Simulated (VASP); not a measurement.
# Sn (Fd-3m) in VASP: notebook

The runs below take Sn through single point, with PBEsol.

All numbers are computed with VASP 6.6.1; they aren't measurements. Logs are shortened: lines on timing, memory, paths and dates and some standing lists are left out, and cuts for length are marked.

### 1 The cell of the first run

Symmetry: Fd-3m, No. 227, cubic system. The conventional cell has a = 6.542 Å, b = 6.542 Å, c = 6.542 Å, α = 90.00°, β = 90.00°, γ = 90.00°. Within 3.7 Å of Sn (site symmetry -43m) lie 4 Sn at 2.83 Å.

### 2 Single point, PBEsol

File INCAR:

```
  ALGO = Normal
  EDIFF = 1E-7
  ENCUT = 520
  GGA = PS
  ISIF = 2
  ISMEAR = -1
  LASPH = T
  LCHARG = F
  LREAL = F
  LWAVE = F
  NBANDS = 21
  NELM = 100
  PREC = Accurate
  SIGMA = 0.05
```

File KPOINTS:

```
k-points
0
Gamma
  9 9 9
```

File POSCAR:

```
Sn
1.0
    0.0000000000      3.2708260489      3.2708260489
    3.2708260489      0.0000000000      3.2708260489
    3.2708260489      3.2708260489      0.0000000000
Sn
2
Direct
    0.0000000000      0.0000000000      0.0000000000
    0.2500000000      0.2500000000      0.2500000000
```

Potentials or basis: VASP PAW PBE potentials, release 64 (Sn_d).

Run with:

```
$ cat potpaw_PBE.64/Sn_d/POTCAR > POTCAR
$ mpirun -np 1 vasp_std > vasp.out
```

OUTCAR:

```text
EDIFF = 1E-7
   ENCUT = 520
   GGA = PS
   ISIF = 2
   ISMEAR = -1
   LASPH = T
   LREAL = F
   NELM = 100
   PREC = Accurate

 ion  position               nearest neighbor table
   1  0.000  0.000  0.000-   2 2.83   2 2.83   2 2.83   2 2.83
   2  0.250  0.250  0.250-   1 2.83   1 2.83   1 2.83   1 2.83

  LATTYP: Found a face centered cubic cell.
 ALAT       =     6.5416520978

  Lattice vectors:

 A1 = (   0.0000000000,   3.2708260489,   3.2708260489)
 A2 = (   3.2708260489,   0.0000000000,   3.2708260489)
 A3 = (   3.2708260489,   3.2708260489,   0.0000000000)

Analysis of symmetry for initial positions (statically):
[... 6 lines left out ...]

 Subroutine GETGRP returns: Found 48 space group operations
 (whereof 24 operations were pure point group operations)
 out of a pool of 48 trial point group operations.

The static configuration has the point symmetry T_d .
 The point group associated with its full space group is O_h .

Analysis of symmetry for dynamics (positions and initial velocities):
[... 6 lines left out ...]

 Subroutine GETGRP returns: Found 48 space group operations
 (whereof 24 operations were pure point group operations)
 out of a pool of 48 trial point group operations.

The dynamic configuration has the point symmetry T_d .
 The point group associated with its full space group is O_h .

 Subroutine INISYM returns: Found 48 space group operations
 (whereof 24 operations are pure point group operations),
 and found     1 'primitive' translations

----------------------------------------------------------------------------------------

                                     Primitive cell

  volume of cell :      69.9846

  direct lattice vectors                    reciprocal lattice vectors
     0.000000000  3.270826049  3.270826049    -0.152866582  0.152866582  0.152866582
     3.270826049  0.000000000  3.270826049     0.152866582 -0.152866582  0.152866582
     3.270826049  3.270826049  0.000000000     0.152866582  0.152866582 -0.152866582

  length of vectors
     4.625646559  4.625646559  4.625646559     0.264772688  0.264772688  0.264772688

  position of ions in fractional coordinates (direct lattice)
     0.000000000  0.000000000  0.000000000
     0.250000000  0.250000000  0.250000000

  ion indices of the primitive-cell ions
   primitive index   ion index
                 1           1
                 2           2

----------------------------------------------------------------------------------------

 KPOINTS: k-points

Automatic generation of k-mesh.
 Grid dimensions read from file:
 generate k-points for:    9    9    9

 Generating k-lattice:

  Cartesian coordinates                     Fractional coordinates (reciprocal lattice)
    -0.016985176  0.016985176  0.016985176     0.111111111  0.000000000  0.000000000
     0.016985176 -0.016985176  0.016985176     0.000000000  0.111111111  0.000000000
     0.016985176  0.016985176 -0.016985176     0.000000000  0.000000000  0.111111111

  Length of vectors
     0.029419188  0.029419188  0.029419188

  Shift w.r.t. Gamma in fractional coordinates (k-lattice)
     0.000000000  0.000000000  0.000000000

 Subroutine IBZKPT returns following result:
 ===========================================

 Found     35 irreducible k-points:

 Following reciprocal coordinates:
            Coordinates               Weight
  0.000000  0.000000  0.000000      1.000000
  0.111111  0.000000  0.000000      8.000000
  0.222222  0.000000  0.000000      8.000000
  0.333333  0.000000  0.000000      8.000000
  0.444444  0.000000  0.000000      8.000000
  0.111111  0.111111  0.000000      6.000000
[... 16 lines left out ...]
 -0.333333  0.333333  0.000000     12.000000
  0.444444  0.444444  0.000000      6.000000
 [... further k-points ...]
   k-points           NKPTS =     35   k-points in BZ     NKDIM =     35   number of bands    NBANDS=     21
   number of dos      NEDOS =    301   number of ions     NIONS =      2
   total plane-waves  NPLWV =  46656
   dimension x,y,z NGX =    36 NGY =   36 NGZ =   36
   dimension x,y,z NGXF=    72 NGYF=   72 NGZF=   72
   ions per type =               2
   NGX,Y,Z   is equivalent  to a cutoff of  12.94, 12.94, 12.94 a.u.
   NGXF,Y,Z  is equivalent  to a cutoff of  25.88, 25.88, 25.88 a.u.
 SYSTEM =  unknown system
   PREC   = accura    normal or accurate (medium, high low for compatibility)
   ISTART =      0    job   : 0-new  1-cont  2-samecut
   ICHARG =      2    charge: 1-file 2-atom 10-const
   ISPIN  =      1    spin polarized calculation?
   LNONCOLLINEAR =      F non collinear calculations
   LSORBIT =      F    spin-orbit coupling
   LASPH  =      T    aspherical Exc in radial PAW
   ENCUT  =  520.0 eV  38.22 Ry    6.18 a.u.   8.60  8.60  8.60*2*pi/ulx,y,z
   NELM   =    100;   NELMIN=  2; NELMDL= -5     # of ELM steps
   EDIFF  = 0.1E-06   stopping-criterion for ELM
   LREAL  =      F    real-space projection
   EDIFFG = 0.1E-05   stopping-criterion for IOM
   NSW    =      0    number of steps for IOM
   IBRION =     -1    ionic relax: 0-MD 1-quasi-New 2-CG
   NFREE  =      0    steps in history (QN), initial steepest desc. (CG)
   ISIF   =      2    stress and relaxation
   ISYM   =      2    0-nonsym 1-usesym 2-fastsym
   POTIM  = 0.5000    time-step for ionic-motion
   TEBEG  =    0.0;   TEEND  =   0.0 temperature during run
   PSTRESS=    0.0 pullay stress
   NELECT =      28.0000    total number of electrons
   NUPDOWN=      -1.0000    fix difference up-down
   EMIN   =  10.00;   EMAX   =-10.00  energy-range for DOS
   EFERMI =   0.00;   METHOD = LEGACY
   ISMEAR =    -1;   SIGMA  =   0.05  broadening in eV -4-tet -1-fermi 0-gaus
   EFERMI_NEDOS =   21; number of points for ismear=-14 and -15
   IALGO  =     38    algorithm
   IMIX   =      4    mixing-type and parameters
     AMIX     =   0.40;   BMIX     =  1.00
     AMIX_MAG =   1.60;   BMIX_MAG =  1.00
  volume/ion in A,a.u.               =      34.99       236.14
  Fermi-wavevector in a.u.,A,eV,Ry     =   1.206313  2.279601 19.799081  1.455191
  Thomas-Fermi vector in A             =   2.341984
   LORBIT       =      0    0 simple, 1 ext, 2 COOP (PROOUT), +10 PAW based schemes
   GGA     = PS    functional components
   LHFCALC =     F    Hartree Fock is set to
   AEXX    =    0.0000 exact exchange contribution
   IVDW    =     0    specifies the selected vdW correction
   LEPSILON=     F    determine dielectric tensor
   LRPA    =     F    only Hartree local field effects (RPA)
 non-spin polarized calculation
  energy-cutoff  :      520.00
  volume of cell :       69.98
 maximum number of plane-waves:      1900
   NGX = 17   NGY = 17   NGZ = 17

 number of electron      27.9999986 magnetization

 Free energy of the ion-electron system (eV)
  ---------------------------------------------------
  ext. energy  EPLUGINS =         0.00000000
  ---------------------------------------------------
  free energy    TOTEN  =        -8.46187955 eV

  energy without entropy =       -8.45925366  energy(sigma->0) =       -8.46056660

 E-fermi :   5.1783     XC(G=0):  -8.9613

 val. band max:        5.1500210176   @ k =   0.4444   0.0000   0.0000
 cond. band min:       5.3029000003   @ k =   0.3333   0.0000   0.0000
 fundamental gap:      0.1528789827
 Fermi energy:         5.1783284324

 k-point     1 :       0.0000    0.0000    0.0000
  band No.  band energies     occupation
      1     -16.3145      2.00000
      2     -16.3145      2.00000
      3     -16.3145      2.00000
      4     -16.2573      2.00000
      5     -16.2573      2.00000
      6     -15.9649      2.00000
[... 13 lines left out ...]
     20      13.1509      0.00000
     21      13.1509      0.00000

 k-point     2 :       0.1111    0.0000    0.0000
  band No.  band energies     occupation
      1     -16.3229      2.00000
      2     -16.3229      2.00000
      3     -16.3117      2.00000
      4     -16.2456      2.00000
      5     -16.2456      2.00000
      6     -15.9839      2.00000
[... 13 lines left out ...]
     20      12.3541      0.00000
     21      12.3541      0.00000

 k-point     3 :       0.2222    0.0000    0.0000
  band No.  band energies     occupation
      1     -16.3359      2.00000
      2     -16.3359      2.00000
      3     -16.3043      2.00000
      4     -16.2248      2.00000
      5     -16.2248      2.00000
      6     -16.0035      2.00000
[... 13 lines left out ...]
     20      12.0189      0.00000
     21      12.0189      0.00000

 k-point     4 :       0.3333    0.0000    0.0000
  band No.  band energies     occupation
      1     -16.3446      2.00000
      2     -16.3446      2.00000
      3     -16.2954      2.00000
      4     -16.2086      2.00000
      5     -16.2086      2.00000
      6     -16.0167      2.00000
[... 13 lines left out ...]
     20      12.4981      0.00000
     21      12.4981      0.00000

 k-point     5 :       0.4444    0.0000    0.0000
  band No.  band energies     occupation
      1     -16.3484      2.00000
      2     -16.3484      2.00000
      3     -16.2895      2.00000
      4     -16.2010      2.00000
      5     -16.2010      2.00000
      6     -16.0222      2.00000
[... 13 lines left out ...]
     20      13.5752      0.00000
     21      13.5752      0.00000

 k-point     6 :       0.1111    0.1111    0.0000
  band No.  band energies     occupation
      1     -16.3211      2.00000
      2     -16.3211      2.00000
      3     -16.3208      2.00000
      4     -16.2481      2.00000
      5     -16.2333      2.00000
      6     -16.0085      2.00000
[... 13 lines left out ...]
     20      11.4848      0.00000
     21      13.2868      0.00000

 k-point     7 :       0.2222    0.1111    0.0000
  band No.  band energies     occupation
      1     -16.3379      2.00000
      2     -16.3311      2.00000
      3     -16.3106      2.00000
      4     -16.2324      2.00000
      5     -16.2102      2.00000
      6     -16.0338      2.00000
[... 13 lines left out ...]
     20      11.8572      0.00000
     21      12.8959      0.00000
[... 291 lines left out ...]
      1     -16.3523      2.00000
      2     -16.3523      2.00000
      3     -16.3000      2.00000
      4     -16.1811      2.00000
      5     -16.1385      2.00000
      6     -16.1208      2.00000
[... 13 lines left out ...]
     20      14.3815      0.00000
     21      14.4030      0.00000

 k-point    21 :       0.4444    0.3333    0.0000
  band No.  band energies     occupation
      1     -16.3660      2.00000
      2     -16.3584      2.00000
      3     -16.2720      2.00000
      4     -16.1631      2.00000
      5     -16.1577      2.00000
      6     -16.0966      2.00000
[... 13 lines left out ...]
     20      14.4314      0.00000
     21      14.9136      0.00000

 k-point    22 :      -0.4444    0.3333    0.0000
  band No.  band energies     occupation
      1     -16.3807      2.00000
      2     -16.3623      2.00000
      3     -16.2410      2.00000
      4     -16.1579      2.00000
      5     -16.1357      2.00000
      6     -16.0994      2.00000
[... 13 lines left out ...]
     20      13.7132      0.00000
     21      15.3506      0.00000

 k-point    23 :      -0.3333    0.3333    0.0000
  band No.  band energies     occupation
      1     -16.3850      2.00000
      2     -16.3631      2.00000
      3     -16.2343      2.00000
      4     -16.1403      2.00000
      5     -16.1330      2.00000
      6     -16.1125      2.00000
[... 13 lines left out ...]
     20      12.5338      0.00000
     21      15.7302      0.00000

 k-point    24 :       0.4444    0.4444    0.0000
  band No.  band energies     occupation
      1     -16.3619      2.00000
      2     -16.3619      2.00000
      3     -16.2606      2.00000
      4     -16.2047      2.00000
      5     -16.1319      2.00000
      6     -16.0800      2.00000
[... 13 lines left out ...]
     20      14.8803      0.00000
     21      15.3485      0.00000

 [... further k-points ...]
[... 5 lines left out ...]
  --------------------------------------------------------------------------------------
  -------------------------------------------------------------------------------------
  Total       -0.0366501     -0.0366501     -0.0366501     -0.0000000      0.0000000     -0.0000000
  in kB       -0.8390405     -0.8390405     -0.8390405     -0.0000000      0.0000000     -0.0000000
  external PRESSURE =      -0.8390405 kB  Pullay stress =       0.0000000 kB

 VOLUME and BASIS-vectors are now :
 -----------------------------------------------------------------------------
  energy-cutoff  :      520.00
  volume of cell :       69.98
      direct lattice vectors                 reciprocal lattice vectors
     0.000000000  3.270826049  3.270826049    -0.152866582  0.152866582  0.152866582
     3.270826049  0.000000000  3.270826049     0.152866582 -0.152866582  0.152866582
     3.270826049  3.270826049  0.000000000     0.152866582  0.152866582 -0.152866582

 POSITION                                       TOTAL-FORCE (eV/Angst)
 -----------------------------------------------------------------------------------
      0.00000      0.00000      0.00000        -0.000000      0.000000      0.000000
      1.63541      1.63541      1.63541         0.000000     -0.000000     -0.000000
 -----------------------------------------------------------------------------------
    total drift:                                0.000000      0.000000      0.000000

  FREE ENERGIE OF THE ION-ELECTRON SYSTEM (eV)
  ---------------------------------------------------
  free  energy   TOTEN  =        -8.4618795475 eV

  energy  without entropy=       -8.4592536621  energy(sigma->0) =       -8.46056660
```

Run time: 36 s. Hardware: 1 thread of Intel Xeon Platinum 8488C (Sapphire Rapids), shared host; peak memory 0.22 GiB.

Results:

* Free energy: -8.4619 eV
* Pressure: -0.1 GPa
* Band gap on the k mesh: zero (band 14 reaches 5.32 eV, above the bottom of band 15 at 5.15 eV)

Caveat: the PAW data sets were made with another functional, which shifts forces and pressure a little; spin-orbit coupling is left out, which moves the levels of the heavy elements.

### 3 Single point, PBEsol

File INCAR:

```
ALGO = Normal ; EDIFF = 1E-6
ENCUT = 520 ; GGA = PS
ISIF = 2 ; ISMEAR = -1
LASPH = T ; LCHARG = T
LELF = T ; LREAL = F
LVHAR = T ; LWAVE = F
NBANDS = 21 ; NELM = 60
PREC = Accurate ; SIGMA = 0.05
```

KPOINTS is that of step 2.

File POSCAR:

```
Sn
1.0
    0.0000000000      3.2707299984      3.2707299984
    3.2707299984      0.0000000000      3.2707299984
    3.2707299984      3.2707299984      0.0000000000
Sn
2
Direct
    0.0000000000      0.0000000000      0.0000000000
    0.2500000000      0.2500000000      0.2500000000
```

Potentials or basis: VASP PAW PBE potentials, release 64 (Sn_d).

Run with:

```
$ cat potpaw_PBE.64/Sn_d/POTCAR > POTCAR
$ mpirun -np 1 vasp_std > vasp.out
```

It took 39 s on 1 thread of Intel Xeon Platinum 8488C (Sapphire Rapids), shared host; peak memory 0.21 GiB.

It converged, with:

| Property | Result |
| --- | --- |
| Free energy | -8.4619 eV |
| Pressure | -0.1 GPa |
| Band gap on the k mesh | zero (band 14 reaches 5.33 eV, above the bottom of band 15 at 5.15 eV) |

Levels at points of the mesh, in eV from the Fermi level:
| k point | band 10 | band 11 | band 12 | band 13 | band 14 | band 15 | band 16 | band 17 | band 18 | band 19 |
| --- | --- | --- | --- | --- | --- | --- | --- | --- | --- | --- |
| (0.00, 0.00, 0.00) | -21.14 | -10.41 | -0.80 | 0.15 | 0.15 | 0.15 | 2.21 | 2.21 | 2.21 | 4.90 |

Caveat: the PAW data sets were made with another functional, which shifts forces and pressure a little; spin-orbit coupling is left out, which moves the levels of the heavy elements.

(Continued in part 2 of 2.)
